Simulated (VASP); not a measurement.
Zr2BiN2:

```
CELL_PARAMETERS angstrom
3.86933 0.00000 0.00000
0.00000 3.86933 0.00000
0.00000 0.00000 6.25438
ATOMIC_POSITIONS crystal
Zr 0.50000 0.00000 0.54891
Zr 0.00000 0.50000 0.54891
Bi 0.00000 0.00000 0.09963
N 0.00000 0.00000 0.80017
N 0.00000 0.00000 0.44794
```

The cell was built from a structure type or drawn by symmetry, and may not be a known phase.

```yaml
Program: VASP 6.6.1
Task: relaxation of cell and atoms
Functional: PBE
Potentials_or_basis: VASP PAW PBE potentials, release 64 (Zr_sv, Bi_d, N)
Cutoff: 600 eV
k_mesh: 4 × 4 × 4
Occupations: gaussian, width 0.1 eV
Spin: no spin polarisation
```

At the start: pressure 29.0 GPa; volume 18.73 Å³/atom.

Q: How do energy, volume and symmetry change on relaxing?

A: Over 18 steps the energy falls by 619.3 meV/atom and the volume is 22.29 Å³/atom (+19.0 %); space group P4mm (No. 99, to 0.1 Å) before, P4/mmm (No. 123, to 0.1 Å).

Step by step:
```
step  energy change (eV)  largest force (eV/Å)  pressure (GPa)  volume (Å³)
   1              0.0000                8.2740           29.04        93.64
   2             -1.2434                0.9336          -12.43       146.99
   3             -2.5759                1.5500           -1.92       116.93
   4             -2.5787                1.5685           -1.56       116.37
   5             -2.5801                1.5908           -1.07       115.64
   6             -2.8039                0.9303           -0.37       114.48
   7             -2.8768                1.3147            0.87       113.35
   8             -3.0310                0.6318           -1.41       114.66
   9             -3.0532                0.2548           -2.42       115.40
  10             -3.0738                0.4031            1.69       109.73
  11             -3.0877                0.2190            0.01       111.86
  12             -3.0930                0.1485           -0.11       111.78
  13             -3.0940                0.1032           -0.18       111.72
  14             -3.0954                0.0683            0.16       111.22
  15             -3.0955                0.0593            0.24       111.11
  16             -3.0960                0.0832           -0.09       111.46
  17             -3.0960                0.0758           -0.03       111.39
  18             -3.0963                0.0227            0.00       111.43
```

Final structure:
```xyz
5
Lattice="3.9355 0.0000 0.0000 0.0000 3.9355 0.0000 0.0000 0.0000 7.1945" Properties=species:S:1:pos:R:3 pbc="T T T"
Zr    1.9677    0.0000    4.2310
Zr    0.0000    1.9677    4.2310
Bi    0.0000    0.0000    0.6389
N     0.0000    0.0000    5.4617
N     0.0000    0.0000    3.0320
```

Caveat: the k points lie up to 0.40 Å⁻¹ apart in the final cell, too coarse for converged energies and pressures of a metal; the volume moved by over 15 % at a fixed basis, so the end points are rough.
